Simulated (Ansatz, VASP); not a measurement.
## One calculation of Nb3N, two programs

The input INCAR:

```
  PREC = Accurate
  ENCUT = 520
  EDIFF = 1E-6
  ISMEAR = 0
  SIGMA = 0.1
  LREAL = F
  LASPH = T
  NELM = 60
  ALGO = Normal
  ISIF = 2
  LWAVE = F
  LCHARG = F
  GGA = PE
  NBANDS = 30
```

The input KPOINTS:

```
Automatic mesh
0
Gamma
  4 4 6
```

POSCAR

```
Nb3N
1.0
    2.7931698400     -2.9888918800      0.0000000000
    2.7931698400      2.9888918800      0.0000000000
    0.0000000000      0.0000000000      3.6039758000
Nb N
3 1
Direct
    0.7075769200      0.2924230800      0.0000000000
    0.2924230800      0.7075769200      0.0000000000
    0.0000000000      0.0000000000      0.5000000000
    0.0000000000      0.0000000000      0.0000000000
```

Input for Ansatz:

```yaml
crystal:
  lattice:
    - [2.79316984, -2.98889188, 0.0]
    - [2.79316984, 2.98889188, 0.0]
    - [0.0, 0.0, 3.6039758]
  atoms:
    - { symbol: Nb, position: [0.70757692, 0.29242308, 0.0] }
    - { symbol: Nb, position: [0.29242308, 0.70757692, 0.0] }
    - { symbol: Nb, position: [0.0, 0.0, 0.5] }
    - { symbol: "N", position: [0.0, 0.0, 0.0] }
basis:
  ecutwfc: 420
kpoints:
  mp_grid: { grid: [4, 4, 6] }
hamiltonian:
  xc: pbe
scf:
  occupations: { method: gaussian, width: 0.1 }
  lower_state_search: "off"
output:
  forces: true
  stress: true
  eigenvalues: true
```

Alike in both runs: task single point; functional PBE; k mesh 4 × 4 × 6; occupations gaussian, width 0.1 eV; no spin polarisation.

|  | VASP | Ansatz |
| --- | --- | --- |
| version | VASP 6.6.1 | Ansatz 0.2.0 |
| potentials or method | VASP PAW PBE potentials, release 64 (Nb_sv, N), cutoff 520 eV | scalar-relativistic, plane waves, PAW |
| valence electrons in the cell | 44 | 44 |

Ansatz gave:

- gap on the k mesh at the Fermi level (eV): none
- rms of the force components (eV/Å): 3.717

**Question.** Estimate VASP's values.

**Answer.** gap on the k mesh at the Fermi level (eV): none; rms of the force components (eV/Å): 3.718.

Atom by atom the forces differ by 0.001 eV/Å (rms over components). A gap of «none» marks a metal or a gap that the smearing closes. With one functional, cell and mesh, what is left measures potentials, basis and numerics.

The k mesh is coarse, so the values compare programs but aren't converged.
